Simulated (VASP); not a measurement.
# Ba2C (Fm-3m) in VASP: further runs, part 2 of 2

VASP 6.6.1.

## Step 3: Single point, PBE

This run uses another cell than the first one, of 29.24 Å³/atom.

File INCAR:

```
ALGO     = Normal         # electronic algorithm
EDIFF    = 1E-6           # SCF threshold, eV
ENCUT    = 600            # plane-wave cutoff, eV
GGA      = PE             # functional
GGA_COMPAT= F            
ISIF     = 2              # what is computed and relaxed
ISMEAR   = 0              # smearing method
LASPH    = T              # aspherical terms in the spheres
LCHARG   = F              # write CHGCAR
LREAL    = F              # projectors in reciprocal space
LWAVE    = F              # write WAVECAR
NBANDS   = 19             # bands
NELM     = 120            # most SCF steps
PREC     = Accurate       # precision mode
SIGMA    = 0.05           # smearing width, eV
```

File KPOINTS:

```
k-points
0
Gamma
  4 4 4
```

File POSCAR:

```
Ba2C
1.0
    0.0000000000      3.5265234825      3.5265234825
    3.5265234825      0.0000000000      3.5265234825
    3.5265234825      3.5265234825      0.0000000000
C Ba
1 2
Direct
    0.0000000000      0.0000000000      0.0000000000
    0.2500000000      0.2500000000      0.2500000000
    0.7500000000      0.7500000000      0.7500000000
```

Potentials or basis: VASP PAW PBE potentials, release 64 (C, Ba_sv).

The run is started by

```console
$ cat potpaw_PBE.64/C/POTCAR potpaw_PBE.64/Ba_sv/POTCAR > POTCAR
$ mpirun -np 1 vasp_std > vasp.out
```

OUTCAR:

```text
EDIFF = 1E-6
   ENCUT = 600
   GGA = PE
   ISIF = 2
   ISMEAR = 0
   LASPH = T
   LREAL = F
   NELM = 120
   PREC = Accurate

 ion  position               nearest neighbor table
   1  0.000  0.000  0.000-   3 3.05   3 3.05   3 3.05   2 3.05   3 3.05   2 3.05   2 3.05   2 3.05

   2  0.250  0.250  0.250-   1 3.05   1 3.05   1 3.05   1 3.05   3 3.53   3 3.53   3 3.53   3 3.53
                             3 3.53   3 3.53
   3  0.750  0.750  0.750-   1 3.05   1 3.05   1 3.05   1 3.05   2 3.53   2 3.53   2 3.53   2 3.53
                             2 3.53   2 3.53

  LATTYP: Found a face centered cubic cell.
 ALAT       =     7.0530469650

  Lattice vectors:

 A1 = (   0.0000000000,   3.5265234825,   3.5265234825)
 A2 = (   3.5265234825,   0.0000000000,   3.5265234825)
 A3 = (   3.5265234825,   3.5265234825,   0.0000000000)

Analysis of symmetry for initial positions (statically):
=====================================================================
 Subroutine PRICEL returns:
[... 152 lines left out ...]
  free energy    TOTEN  =       -10.78976092 eV

  energy without entropy =      -10.78672518  energy(sigma->0) =      -10.78824305

 E-fermi :   3.3202     XC(G=0):  -9.1902

 val. band max:        3.0340188879   @ k =   0.5000   0.5000   0.0000
 cond. band min:       3.3264257503   @ k =   0.5000   0.5000   0.0000
 fundamental gap:      0.2924068624
 Fermi energy:         3.3201706669

 k-point     1 :       0.0000    0.0000    0.0000
  band No.  band energies     occupation
      1     -25.0614      2.00000
      2     -24.4589      2.00000
      3     -10.5823      2.00000
      4     -10.5823      2.00000
      5     -10.5823      2.00000
      6      -9.4104      2.00000
[... 153 lines left out ...]
      6     -10.1158      2.00000
[... 11 lines left out ...]
     18       6.9547      0.00000
     19       8.8530      0.00000

------------------------ aborting loop because EDIFF is reached ----------------------------------------

  FORCE on cell =-STRESS in cart. coord.  units (eV):
  Direction    XX          YY          ZZ          XY          YZ          ZX
  --------------------------------------------------------------------------------------
  -------------------------------------------------------------------------------------
  Total        0.6559463      0.6559463      0.6559463      0.0000000     -0.0000000      0.0000000
  in kB       11.9814261     11.9814261     11.9814261      0.0000000     -0.0000000      0.0000000
  external PRESSURE =      11.9814261 kB  Pullay stress =       0.0000000 kB

 VOLUME and BASIS-vectors are now :
 -----------------------------------------------------------------------------
  energy-cutoff  :      600.00
  volume of cell :       87.71
      direct lattice vectors                 reciprocal lattice vectors
     0.000000000  3.526523483  3.526523483    -0.141782694  0.141782694  0.141782694
     3.526523483  0.000000000  3.526523483     0.141782694 -0.141782694  0.141782694
     3.526523483  3.526523483  0.000000000     0.141782694  0.141782694 -0.141782694

 POSITION                                       TOTAL-FORCE (eV/Angst)
 -----------------------------------------------------------------------------------
      0.00000      0.00000      0.00000         0.000000      0.000000     -0.000000
      1.76326      1.76326      1.76326        -0.000000     -0.000000     -0.000000
      5.28979      5.28979      5.28979        -0.000000      0.000000      0.000000
 -----------------------------------------------------------------------------------
    total drift:                                0.000000     -0.000000      0.000000

  FREE ENERGIE OF THE ION-ELECTRON SYSTEM (eV)
  ---------------------------------------------------
  free  energy   TOTEN  =       -10.7897609174 eV

  energy  without entropy=      -10.7867251796  energy(sigma->0) =      -10.78824305
```

OSZICAR:

```text
N       E                     dE             d eps       ncg     rms          rms(c)
DAV:   1     0.152166297110E+03    0.15217E+03   -0.11277E+04   304   0.122E+03
DAV:   2    -0.126798398305E+01   -0.15343E+03   -0.14942E+03   409   0.218E+02
DAV:   3    -0.138940435527E+02   -0.12626E+02   -0.12220E+02   431   0.601E+01
DAV:   4    -0.143263708509E+02   -0.43233E+00   -0.43208E+00   426   0.857E+00
DAV:   5    -0.143305782246E+02   -0.42074E-02   -0.42063E-02   418   0.965E-01    0.983E+00
DAV:   6    -0.117331309518E+02    0.25974E+01   -0.46682E+01   355   0.169E+01    0.825E+00
DAV:   7    -0.108413902122E+02    0.89174E+00   -0.53287E+00   360   0.627E+00    0.262E+00
DAV:   8    -0.107981072140E+02    0.43283E-01   -0.38548E-01   348   0.279E+00    0.904E-01
DAV:   9    -0.107893846511E+02    0.87226E-02   -0.67741E-02   392   0.992E-01    0.253E-01
DAV:  10    -0.107900273097E+02   -0.64266E-03   -0.87424E-03   382   0.298E-01    0.126E-01
DAV:  11    -0.107897563589E+02    0.27095E-03   -0.19755E-03   384   0.151E-01    0.172E-02
DAV:  12    -0.107897602224E+02   -0.38636E-05   -0.65221E-05   343   0.318E-02    0.127E-02
DAV:  13    -0.107897609174E+02   -0.69493E-06   -0.65396E-06   319   0.122E-02
   1 F= -.10789761E+02 E0= -.10788243E+02  d E =-.303574E-02
```

It took 24 s on 1 thread of AMD EPYC 7R43 (Zen 3), shared host; peak memory 0.2 GiB.

Results:

```yaml
Free_energy: -10.7898 eV
Pressure: 1.2 GPa
Band_gap_on_the_k_mesh: zero (filled and empty bands touch)
```

Levels at points of the mesh, in eV from the Fermi level:
```csv
k point,band 10,band 11,band 12,band 13,band 14,band 15
"(0.00, 0.00, 0.00)",-1.95,-1.95,-1.95,0.01,0.19,0.19
"(0.50, 0.00, 0.00)",-0.81,-0.79,-0.79,1.19,2.17,2.17
"(0.50, 0.50, 0.00)",-1.70,-0.29,0.01,0.01,1.09,1.62
```

Caveat: the k points lie up to 0.39 Å⁻¹ apart; spin-orbit coupling is left out, which moves the levels of the heavy elements.

## Step 4: Single point, PBE

This run uses another cell than the first one, of 30.05 Å³/atom.

File INCAR:

```
  PREC = Accurate
  ENCUT = 600
  EDIFF = 1E-6
  ISMEAR = 0
  SIGMA = 0.05
  LREAL = F
  LASPH = T
  NELM = 120
  ALGO = Normal
  ISIF = 2
  LWAVE = F
  LCHARG = F
  GGA = PE
  NBANDS = 19
  GGA_COMPAT = F
```

File KPOINTS:

```
Automatic mesh
0
Gamma
  4 4 4
```

File POSCAR:

```
Ba2C
1.0
    0.0000000000      3.5588750376      3.5588750376
    3.5588750376      0.0000000000      3.5588750376
    3.5588750376      3.5588750376      0.0000000000
C Ba
1 2
Direct
    0.0000000000      0.0000000000      0.0000000000
    0.2500000000      0.2500000000      0.2500000000
    0.7500000000      0.7500000000      0.7500000000
```

Potentials or basis: VASP PAW PBE potentials, release 64 (C, Ba_sv).

The run is started by

```console
$ cat potpaw_PBE.64/C/POTCAR potpaw_PBE.64/Ba_sv/POTCAR > POTCAR
$ mpirun -np 1 vasp_std > vasp.out
```

OUTCAR:

```text
PREC = Accurate
   ENCUT = 600
   EDIFF = 1E-6
   ISMEAR = 0
   LREAL = F
   LASPH = T
   NELM = 120
   ISIF = 2
   GGA = PE

 ion  position               nearest neighbor table
   1  0.000  0.000  0.000-   3 3.08   3 3.08   3 3.08   2 3.08   3 3.08   2 3.08   2 3.08   2 3.08

   2  0.250  0.250  0.250-   1 3.08   1 3.08   1 3.08   1 3.08   3 3.56   3 3.56   3 3.56   3 3.56
                             3 3.56   3 3.56
   3  0.750  0.750  0.750-   1 3.08   1 3.08   1 3.08   1 3.08   2 3.56   2 3.56   2 3.56   2 3.56
                             2 3.56   2 3.56

[... 353 lines left out ...]
  FORCE on cell =-STRESS in cart. coord.  units (eV):
  Direction    XX          YY          ZZ          XY          YZ          ZX
  --------------------------------------------------------------------------------------
  -------------------------------------------------------------------------------------
  Total        0.1431381      0.1431381      0.1431381     -0.0000000      0.0000000     -0.0000000
  in kB        2.5438858      2.5438858      2.5438858     -0.0000000      0.0000000     -0.0000000
  external PRESSURE =       2.5438858 kB  Pullay stress =       0.0000000 kB

 VOLUME and BASIS-vectors are now :
 -----------------------------------------------------------------------------
  energy-cutoff  :      600.00
  volume of cell :       90.15
      direct lattice vectors                 reciprocal lattice vectors
     0.000000000  3.558875038  3.558875038    -0.140493834  0.140493834  0.140493834
     3.558875038  0.000000000  3.558875038     0.140493834 -0.140493834  0.140493834
     3.558875038  3.558875038  0.000000000     0.140493834  0.140493834 -0.140493834

 POSITION                                       TOTAL-FORCE (eV/Angst)
 -----------------------------------------------------------------------------------
      0.00000      0.00000      0.00000         0.000000      0.000000      0.000000
      1.77944      1.77944      1.77944        -0.000000     -0.000000     -0.000000
      5.33831      5.33831      5.33831         0.000000      0.000000     -0.000000
 -----------------------------------------------------------------------------------
    total drift:                                0.000000     -0.000000      0.000000

  FREE ENERGIE OF THE ION-ELECTRON SYSTEM (eV)
  ---------------------------------------------------
  free  energy   TOTEN  =       -10.8009865813 eV

  energy  without entropy=      -10.7982779120  energy(sigma->0) =      -10.79963225
```

OSZICAR:

```text
N       E                     dE             d eps       ncg     rms          rms(c)
DAV:   1     0.154379110359E+03    0.15438E+03   -0.11777E+04   304   0.124E+03
DAV:   2    -0.374646097883E+01   -0.15813E+03   -0.15311E+03   414   0.220E+02
DAV:   3    -0.138846317573E+02   -0.10138E+02   -0.10076E+02   402   0.577E+01
DAV:   4    -0.142883432113E+02   -0.40371E+00   -0.40357E+00   431   0.764E+00
DAV:   5    -0.142902671879E+02   -0.19240E-02   -0.19238E-02   415   0.700E-01    0.964E+00
DAV:   6    -0.117620754525E+02    0.25282E+01   -0.47398E+01   366   0.166E+01    0.813E+00
DAV:   7    -0.108519009491E+02    0.91017E+00   -0.54202E+00   360   0.623E+00    0.254E+00
DAV:   8    -0.108089392602E+02    0.42962E-01   -0.39695E-01   351   0.280E+00    0.876E-01
DAV:   9    -0.108007077536E+02    0.82315E-02   -0.67781E-02   377   0.989E-01    0.255E-01
DAV:  10    -0.108010696791E+02   -0.36193E-03   -0.83469E-03   388   0.285E-01    0.112E-01
DAV:  11    -0.108009846896E+02    0.84990E-04   -0.12942E-03   391   0.142E-01    0.148E-02
DAV:  12    -0.108009879482E+02   -0.32586E-05   -0.85735E-05   391   0.304E-02    0.130E-02
DAV:  13    -0.108009875682E+02    0.38005E-06   -0.10636E-05   303   0.109E-02    0.533E-03
DAV:  14    -0.108009865569E+02    0.10113E-05   -0.35914E-06   281   0.654E-03    0.102E-03
DAV:  15    -0.108009865813E+02   -0.24454E-07   -0.14810E-07   224   0.199E-03
   1 F= -.10800987E+02 E0= -.10799632E+02  d E =-.270867E-02
```

Run time: 27 s. Hardware: 1 thread of AMD EPYC 7R43 (Zen 3), shared host; peak memory 0.2 GiB.

What came out:

```
Free energy            : -10.8010 eV
Pressure               : 0.3 GPa
Band gap on the k mesh : zero (bands 12 and 13 overlap by 0.05 eV)
```

Levels at points of the mesh, in eV from the Fermi level:
```tsv
k point	band 10	band 11	band 12	band 13	band 14	band 15
(0.00, 0.00, 0.00)	-1.86	-1.86	-1.86	-0.04	0.24	0.24
(0.50, 0.00, 0.00)	-0.84	-0.75	-0.75	1.21	2.16	2.16
(0.50, 0.50, 0.00)	-1.67	-0.26	0.01	0.01	1.11	1.59
```

Caveat: the k points lie up to 0.38 Å⁻¹ apart; spin-orbit coupling is left out, which moves the levels of the heavy elements.

## Step 5: The runs side by side

| cell | gap on the mesh (eV) | pressure (GPa) |
| --- | --- | --- |
| a = 4.752 Å, angles 60.0°, 3 atoms | none | 8.6 |
| a = 4.987 Å, angles 60.0°, 3 atoms | none | 1.2 |
| a = 5.033 Å, angles 60.0°, 3 atoms | none | 0.3 |

Alike in all rows: task single point; level PBE; potentials or basis VASP PAW PBE potentials, release 64 (C, Ba_sv); no spin polarisation; k mesh 4 × 4 × 4; cutoff (eV) 600; smearing gaussian 0.05 eV.

Caveats: all runs use coarse meshes; spin-orbit coupling is left out, which moves the levels of the heavy elements.

Total energies depend on the potentials used, so only differences within one code and one set of settings carry meaning.

The gap in the log of VASP goes by the Fermi energy; the results here count the filled bands.